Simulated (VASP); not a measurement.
Write the native input for VASP 6.6.1 that does the following.

```yaml
Task: single point
Functional: LDA
Potentials_or_basis: VASP PAW LDA potentials, release 64 (Sb)
Cutoff: 500 eV
k_mesh: 7 × 7 × 7
Occupations: fermi-dirac, width 0.1 eV
Spin: no spin polarisation
Dipole_correction: no
Further_INCAR_settings: ALGO = Normal; EDIFF = 1e-06; NBANDS = 8
```

The structure of Sb lies in POSCAR:

```
Sb
1.0
    3.2219765189      0.0000000000      0.0000000000
    0.0000000000      3.2219765189      0.0000000000
    0.0000000000      0.0000000000      3.2219765189
Sb
1
Direct
    0.0000000000      0.0000000000      0.0000000000
```

The input as run:

INCAR

```
ALGO     = Normal         # electronic algorithm
EDIFF    = 1E-6           # SCF threshold, eV
ENCUT    = 500            # plane-wave cutoff, eV
GGA_COMPAT= F            
ISIF     = 2              # what is computed and relaxed
ISMEAR   = -1             # smearing method
LASPH    = T              # aspherical terms in the spheres
LCHARG   = T              # write CHGCAR
LELF     = T              # ELF
LREAL    = F              # projectors in reciprocal space
LVHAR    = T            
LWAVE    = F              # write WAVECAR
NBANDS   = 8              # bands
NELM     = 120            # most SCF steps
PREC     = Accurate       # precision mode
SIGMA    = 0.1            # smearing width, eV
```

KPOINTS

```
k-points
0
Gamma
  7 7 7
```

Potentials or basis: VASP PAW LDA potentials, release 64 (Sb).

Launch:

```bash
$ cat potpaw_LDA.64/Sb/POTCAR > POTCAR
$ mpirun -np 1 vasp_std > vasp.out
```

It gave:

| Property | Result |
| --- | --- |
| Pressure | -7.7 GPa |

Wall time 3.4 s on 1 thread of Intel Xeon 6975P-C, with other jobs on the host, peak memory 0.12 GiB.
